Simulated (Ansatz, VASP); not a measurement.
## Two plane-wave programs on Ag

File INCAR:

```
ALGO = Normal
EDIFF = 1E-7
ENCUT = 520
ISIF = 2
ISMEAR = 0
LASPH = T
LCHARG = F
LREAL = F
LWAVE = F
NBANDS = 12
NELM = 60
PREC = Accurate
SIGMA = 0.05
```

File KPOINTS:

```
k-points
0
Gamma
  18 18 18
```

The input POSCAR:

```
Ag
1.0
    0.0000000000      2.0004975002      2.0004975002
    2.0004975002      0.0000000000      2.0004975002
    2.0004975002      2.0004975002      0.0000000000
Ag
1
Direct
    0.0000000000      0.0000000000      0.0000000000
```

Input for Ansatz:

```yaml
crystal:
  lattice:
    - [0.0, 2.0004975002, 2.0004975002]
    - [2.0004975002, 0.0, 2.0004975002]
    - [2.0004975002, 2.0004975002, 0.0]
  atoms:
    - { symbol: Ag, position: [0.0, 0.0, 0.0] }
basis:
  ecutwfc: 420
  ecutrho_ratio: 4
kpoints:
  mp_grid: { grid: [18, 18, 18] }
hamiltonian:
  xc: lda
scf:
  occupations: { method: gaussian, width: 0.05 }
output:
  forces: true
  stress: true
  eigenvalues: true
```

Alike in both runs: task single point; functional LDA; k mesh 18 × 18 × 18; occupations gaussian, width 0.05 eV; no spin polarisation.

|  | VASP | Ansatz |
| --- | --- | --- |
| version | VASP 6.6.1 | Ansatz 0.2.0 |
| potentials or method | VASP PAW LDA potentials, release 64 (Ag), cutoff 520 eV | scalar-relativistic, plane waves, PAW |
| valence electrons in the cell | 11 | 19 |

```tsv
	VASP	Ansatz	Ansatz less VASP
pressure (GPa)	0.2	0.1	-0.15
```

LDA's correlation is that of Perdew and Zunger in VASP and of Perdew and Wang (1992) in Ansatz. VASP's potentials hold 11 valence electrons a cell and Ansatz's 19, so a difference there can come from the potentials and not from the codes.
